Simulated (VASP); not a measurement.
# Bi (Fm-3m) in VASP: notebook

The runs below take Bi through single point, relaxation of cell and atoms, with LDA.

All numbers are computed with VASP 6.6.1; they aren't measurements. Logs are shortened: lines on timing, memory, paths and dates and some standing lists are left out, and cuts for length are marked.

## Step 1: The cell of the first run

Symmetry: Fm-3m, No. 225, cubic system. The conventional cell has a = 4.909 Å, b = 4.909 Å, c = 4.909 Å, α = 90.00°, β = 90.00°, γ = 90.00°. Within 4.6 Å of Bi (site symmetry m-3m) lie 12 Bi at 3.47 Å.

This isn't the form of Bi at room conditions, which is rhombohedral.

## Step 2: Single point, LDA

Input file INCAR:

```
PREC = Accurate
ENCUT = 500
EDIFF = 1E-6
ISMEAR = 1
SIGMA = 0.1
LREAL = F
LASPH = T
NELM = 120
ALGO = Normal
ISIF = 2
LWAVE = F
LCHARG = F
GGA = CA
NBANDS = 14
GGA_COMPAT = F
```

Input file KPOINTS:

```
Automatic mesh
0
Gamma
  14 14 14
```

Input file POSCAR:

```
Bi
1.0
    0.0000000000      2.4545003236      2.4545003236
    2.4545003236      0.0000000000      2.4545003236
    2.4545003236      2.4545003236      0.0000000000
Bi
1
Direct
    0.0000000000      0.0000000000      0.0000000000
```

Potentials or basis: VASP PAW LDA potentials, release 64 (Bi_d).

Run with:

```sh
cat potpaw_LDA.64/Bi_d/POTCAR > POTCAR
mpirun -np 1 vasp_std > vasp.out
```

OUTCAR:

```text
PREC = Accurate
   ENCUT = 500
   EDIFF = 1E-6
   ISMEAR = 1
   LREAL = F
   LASPH = T
   NELM = 120
   ISIF = 2
   GGA = CA

 ion  position               nearest neighbor table
   1  0.000  0.000  0.000-

  LATTYP: Found a face centered cubic cell.
 ALAT       =     4.9090006472

  Lattice vectors:

 A1 = (   0.0000000000,   2.4545003236,   2.4545003236)
 A2 = (   2.4545003236,   0.0000000000,   2.4545003236)
 A3 = (   2.4545003236,   2.4545003236,   0.0000000000)

Analysis of symmetry for initial positions (statically):
=====================================================================
 Subroutine PRICEL returns:
 Original cell was already a primitive cell.

 Routine SETGRP: Setting up the symmetry group for a
 face centered cubic supercell.

 Subroutine GETGRP returns: Found 48 space group operations
 (whereof 48 operations were pure point group operations)
 out of a pool of 48 trial point group operations.

The static configuration has the point symmetry O_h .

Analysis of symmetry for dynamics (positions and initial velocities):
=====================================================================
 Subroutine PRICEL returns:
 Original cell was already a primitive cell.

 Routine SETGRP: Setting up the symmetry group for a
 face centered cubic supercell.

 Subroutine GETGRP returns: Found 48 space group operations
 (whereof 48 operations were pure point group operations)
 out of a pool of 48 trial point group operations.

The dynamic configuration has the point symmetry O_h .

 Subroutine INISYM returns: Found 48 space group operations
 (whereof 48 operations are pure point group operations),
 and found     1 'primitive' translations

----------------------------------------------------------------------------------------

                                     Primitive cell

  volume of cell :      29.5746

  direct lattice vectors                    reciprocal lattice vectors
     0.000000000  2.454500324  2.454500324    -0.203707449  0.203707449  0.203707449
     2.454500324  0.000000000  2.454500324     0.203707449 -0.203707449  0.203707449
     2.454500324  2.454500324  0.000000000     0.203707449  0.203707449 -0.203707449

  length of vectors
     3.471187646  3.471187646  3.471187646     0.352831652  0.352831652  0.352831652

  position of ions in fractional coordinates (direct lattice)
     0.000000000  0.000000000  0.000000000

  ion indices of the primitive-cell ions
   primitive index   ion index
                 1           1

----------------------------------------------------------------------------------------

 KPOINTS: Automatic mesh

Automatic generation of k-mesh.
 Grid dimensions read from file:
 generate k-points for:   14   14   14

 Generating k-lattice:

  Cartesian coordinates                     Fractional coordinates (reciprocal lattice)
    -0.014550532  0.014550532  0.014550532     0.071428571  0.000000000  0.000000000
     0.014550532 -0.014550532  0.014550532     0.000000000  0.071428571  0.000000000
     0.014550532  0.014550532 -0.014550532     0.000000000  0.000000000  0.071428571

  Length of vectors
     0.025202261  0.025202261  0.025202261

  Shift w.r.t. Gamma in fractional coordinates (k-lattice)
     0.000000000  0.000000000  0.000000000

 Subroutine IBZKPT returns following result:
 ===========================================

 Found    104 irreducible k-points:

 Following reciprocal coordinates:
            Coordinates               Weight
  0.000000  0.000000  0.000000      1.000000
  0.071429  0.000000  0.000000      8.000000
  0.142857  0.000000  0.000000      8.000000
  0.214286  0.000000  0.000000      8.000000
  0.285714  0.000000  0.000000      8.000000
  0.357143  0.000000  0.000000      8.000000
[... 16 lines left out ...]
  0.214286  0.142857  0.000000     24.000000
  0.285714  0.142857  0.000000     24.000000
 [... further k-points ...]
   k-points           NKPTS =    104   k-points in BZ     NKDIM =    104   number of bands    NBANDS=     14
   number of dos      NEDOS =    301   number of ions     NIONS =      1
   total plane-waves  NPLWV =  21952
   dimension x,y,z NGX =    28 NGY =   28 NGZ =   28
   dimension x,y,z NGXF=    56 NGYF=   56 NGZF=   56
   ions per type =               1
   NGX,Y,Z   is equivalent  to a cutoff of  13.41, 13.41, 13.41 a.u.
   NGXF,Y,Z  is equivalent  to a cutoff of  26.82, 26.82, 26.82 a.u.
 SYSTEM =  unknown system
   PREC   = accura    normal or accurate (medium, high low for compatibility)
   ISTART =      0    job   : 0-new  1-cont  2-samecut
   ICHARG =      2    charge: 1-file 2-atom 10-const
   ISPIN  =      1    spin polarized calculation?
   LNONCOLLINEAR =      F non collinear calculations
   LSORBIT =      F    spin-orbit coupling
   LASPH  =      T    aspherical Exc in radial PAW
   ENCUT  =  500.0 eV  36.75 Ry    6.06 a.u.   6.33  6.33  6.33*2*pi/ulx,y,z
   NELM   =    120;   NELMIN=  2; NELMDL= -5     # of ELM steps
   EDIFF  = 0.1E-05   stopping-criterion for ELM
   LREAL  =      F    real-space projection
   EDIFFG = 0.1E-04   stopping-criterion for IOM
   NSW    =      0    number of steps for IOM
   IBRION =     -1    ionic relax: 0-MD 1-quasi-New 2-CG
   NFREE  =      0    steps in history (QN), initial steepest desc. (CG)
   ISIF   =      2    stress and relaxation
   ISYM   =      2    0-nonsym 1-usesym 2-fastsym
   POTIM  = 0.5000    time-step for ionic-motion
   TEBEG  =    0.0;   TEEND  =   0.0 temperature during run
   PSTRESS=    0.0 pullay stress
   NELECT =      15.0000    total number of electrons
   NUPDOWN=      -1.0000    fix difference up-down
   EMIN   =  10.00;   EMAX   =-10.00  energy-range for DOS
   EFERMI =   0.00;   METHOD = LEGACY
   ISMEAR =     1;   SIGMA  =   0.10  broadening in eV -4-tet -1-fermi 0-gaus
   EFERMI_NEDOS =   21; number of points for ismear=-14 and -15
   IALGO  =     38    algorithm
   IMIX   =      4    mixing-type and parameters
     AMIX     =   0.40;   BMIX     =  1.00
     AMIX_MAG =   1.60;   BMIX_MAG =  1.00
  volume/ion in A,a.u.               =      29.57       199.58
  Fermi-wavevector in a.u.,A,eV,Ry     =   1.305566  2.467162 23.191165  1.704503
  Thomas-Fermi vector in A             =   2.436426
   LORBIT       =      0    0 simple, 1 ext, 2 COOP (PROOUT), +10 PAW based schemes
   GGA     = CA    functional components
   LHFCALC =     F    Hartree Fock is set to
   AEXX    =    0.0000 exact exchange contribution
   IVDW    =     0    specifies the selected vdW correction
   LEPSILON=     F    determine dielectric tensor
   LRPA    =     F    only Hartree local field effects (RPA)
 non-spin polarized calculation
 Methfessel and Paxton  Order N= 1 SIGMA  =   0.10
  energy-cutoff  :      500.00
  volume of cell :       29.57
 maximum number of plane-waves:       763
 NGX is ok and might be reduce to    28
   NGX = 13   NGY = 13   NGZ = 13

 number of electron      15.0000001 magnetization

 Free energy of the ion-electron system (eV)
  ---------------------------------------------------
  ext. energy  EPLUGINS =         0.00000000
  ---------------------------------------------------
  free energy    TOTEN  =        -4.39845348 eV

  energy without entropy =       -4.39989744  energy(sigma->0) =       -4.39893480

 E-fermi :   8.4471     XC(G=0): -10.7757

 val. band max:        8.3951682567   @ k =  -0.3571   0.2143   0.0714
 cond. band min:       8.5237147306   @ k =  -0.4286   0.4286   0.0714
 fundamental gap:      0.1285464740
 Fermi energy:         8.4471044390

 k-point     1 :       0.0000    0.0000    0.0000
  band No.  band energies     occupation
      1     -14.6572      2.00000
      2     -14.6572      2.00000
      3     -14.6572      2.00000
      4     -14.5713      2.00000
      5     -14.5713      2.00000
      6      -5.5712      2.00000
      7      13.6383      0.00000
      8      13.6383      0.00000
      9      13.6383      0.00000
     10      17.5035      0.00000
     11      17.9737      0.00000
     12      19.5291      0.00000
     13      19.5291      0.00000
     14      19.5291      0.00000

 k-point     2 :       0.0714    0.0000    0.0000
  band No.  band energies     occupation
      1     -14.6566      2.00000
      2     -14.6525      2.00000
      3     -14.6525      2.00000
      4     -14.5713      2.00000
      5     -14.5713      2.00000
      6      -5.4776      2.00000
      7      12.5486      0.00000
      8      13.5254      0.00000
      9      13.5254      0.00000
     10      17.1170      0.00000
     11      18.5944      0.00000
     12      19.7279      0.00000
     13      19.7279      0.00000
     14      20.6985      0.00000

 k-point     3 :       0.1429    0.0000    0.0000
  band No.  band energies     occupation
      1     -14.6550      2.00000
      2     -14.6417      2.00000
      3     -14.6417      2.00000
      4     -14.5689      2.00000
      5     -14.5689      2.00000
      6      -5.1987      2.00000
      7      10.4906      0.00000
      8      13.2353      0.00000
      9      13.2353      0.00000
     10      16.6321      0.00000
     11      19.7020      0.00000
     12      20.1510      0.00000
     13      20.1510      0.00000
     14      20.5147      0.00000
[... 324 lines left out ...]
 k-point    23 :       0.2143    0.1429    0.0000
  band No.  band energies     occupation
      1     -14.6791      2.00000
      2     -14.6110      2.00000
      3     -14.6068      2.00000
      4     -14.5909      2.00000
      5     -14.5458      2.00000
      6      -4.7379      2.00000
      7       9.6332     -0.00000
      8      11.6156      0.00000
      9      11.8354      0.00000
     10      15.9248      0.00000
     11      17.0897      0.00000
     12      21.0177      0.00000
     13      22.2154      0.00000
     14      22.4030      0.00000

 k-point    24 :       0.2857    0.1429    0.0000
  band No.  band energies     occupation
      1     -14.6771      2.00000
      2     -14.6176      2.00000
      3     -14.6019      2.00000
      4     -14.5726      2.00000
      5     -14.5257      2.00000
      6      -4.2329      2.00000
      7       7.7312      2.00000
      8      11.2242      0.00000
      9      11.3726      0.00000
     10      15.8185      0.00000
     11      17.2820      0.00000
     12      20.5472      0.00000
     13      21.6321      0.00000
     14      21.9010      0.00000

 [... further k-points ...]

------------------------ aborting loop because EDIFF is reached ----------------------------------------

  FORCE on cell =-STRESS in cart. coord.  units (eV):
  Direction    XX          YY          ZZ          XY          YZ          ZX
  --------------------------------------------------------------------------------------
  -------------------------------------------------------------------------------------
  Total        0.0269897      0.0269897      0.0269897      0.0000000      0.0000000     -0.0000000
  in kB        1.4621432      1.4621432      1.4621432      0.0000000      0.0000000     -0.0000000
  external PRESSURE =       1.4621432 kB  Pullay stress =       0.0000000 kB

 VOLUME and BASIS-vectors are now :
 -----------------------------------------------------------------------------
  energy-cutoff  :      500.00
  volume of cell :       29.57
      direct lattice vectors                 reciprocal lattice vectors
     0.000000000  2.454500324  2.454500324    -0.203707449  0.203707449  0.203707449
     2.454500324  0.000000000  2.454500324     0.203707449 -0.203707449  0.203707449
     2.454500324  2.454500324  0.000000000     0.203707449  0.203707449 -0.203707449

 POSITION                                       TOTAL-FORCE (eV/Angst)
 -----------------------------------------------------------------------------------
      0.00000      0.00000      0.00000         0.000000      0.000000     -0.000000
 -----------------------------------------------------------------------------------
    total drift:                               -0.000000     -0.000000     -0.000000

  FREE ENERGIE OF THE ION-ELECTRON SYSTEM (eV)
  ---------------------------------------------------
  free  energy   TOTEN  =        -4.3984534783 eV

  energy  without entropy=       -4.3998974388  energy(sigma->0) =       -4.39893480
```

It took 18 s on 1 thread of AMD EPYC 9R45 (Zen 5), shared host; peak memory 0.13 GiB.

Results:

- Free energy: -4.3985 eV
- Pressure: 0.1 GPa
- Band gap on the k mesh: zero (an odd number of electrons rules out a gap without spin polarisation)

Caveat: spin-orbit coupling is left out, which moves the levels of the heavy elements.

## Step 3: Relaxation of cell and atoms, LDA

This run uses another cell than the first one, of 35.15 Å³/atom.

Input file INCAR:

```
SYSTEM = Bi
PREC = Accurate
ENCUT = 500
EDIFF = 1E-7
ISMEAR = 1
SIGMA = 0.1
LREAL = .False.
LASPH = .True.
NELM = 120
ALGO = Normal
ISIF = 3
LWAVE = .False.
LCHARG = .False.
GGA = CA
IBRION = 2
NSW = 60
EDIFFG = -0.01
GGA_COMPAT = .False.
NELMIN = 4
```

Input file KPOINTS:

```
regular mesh
0
Gamma
  14 14 14
  0 0 0
```

Input file POSCAR:

```
Bi
1.0
    0.0000000000      2.6000000000      2.6000000000
    2.6000000000      0.0000000000      2.6000000000
    2.6000000000      2.6000000000      0.0000000000
Bi
1
Direct
    0.0000000000      0.0000000000      0.0000000000
```

Potentials or basis: VASP PAW LDA potentials, release 64 (Bi_d).

Run with:

```sh
cat potpaw_LDA.64/Bi_d/POTCAR > POTCAR
mpirun -np 1 vasp_std > vasp.out
```

Wall time 49 s (1 thread of AMD EPYC 9R45 (Zen 5), shared host); peak memory 0.14 GiB.

It converged, with:

```yaml
Free_energy: -4.4010 eV
Relaxed_volume: 29.63 Å³/atom
Relaxed_cell: a = 3.474 Å, b = 3.474 Å, c = 3.474 Å, α = 60.00°, β = 60.00°, γ = 60.00°
Space_group_after_relaxing_to_0.1_Å: Fm-3m (No. 225)
Energy_gained_by_relaxing: 147.6 meV/atom
Ionic_steps: 3
Pressure_after_relaxing: 0.0 GPa
Band_gap_on_the_k_mesh: zero (an odd number of electrons rules out a gap without spin polarisation)
```

Step by step:
| step | energy change (eV) | largest force (eV/Å) | pressure (GPa) | volume (Å³) |
| --- | --- | --- | --- | --- |
| 1 | 0.0000 | 0.0000 | -7.27 | 35.15 |
| 2 | -0.1177 | 0.0000 | 5.10 | 27.64 |
| 3 | -0.1476 | 0.0000 | -0.04 | 29.63 |

Final structure:
```yaml
crystal:
  lattice:
    - [0.00000, 2.45614, 2.45614]
    - [2.45614, 0.00000, 2.45614]
    - [2.45614, 2.45614, 0.00000]
  atoms:
    - { symbol: Bi, position: [0.00000, 0.00000, 0.00000] }
```

Levels at points of the mesh, in eV from the Fermi level:
```tsv
k point	band 3	band 4	band 5	band 6	band 7	band 8	band 9	band 10	band 11
(0.00, 0.00, 0.00)	-23.10	-23.02	-23.02	-14.00	5.18	5.18	5.18	9.06	9.50
(0.50, 0.00, 0.00)	-23.09	-22.93	-22.93	-10.89	-5.62	3.48	3.48	7.73	8.59
(0.50, 0.50, 0.00)	-22.94	-22.91	-22.91	-9.68	-4.77	0.29	0.29	4.13	5.33
```

Caveat: the volume moved by over 15 % at a fixed basis, so the end points are rough; spin-orbit coupling is left out, which moves the levels of the heavy elements.
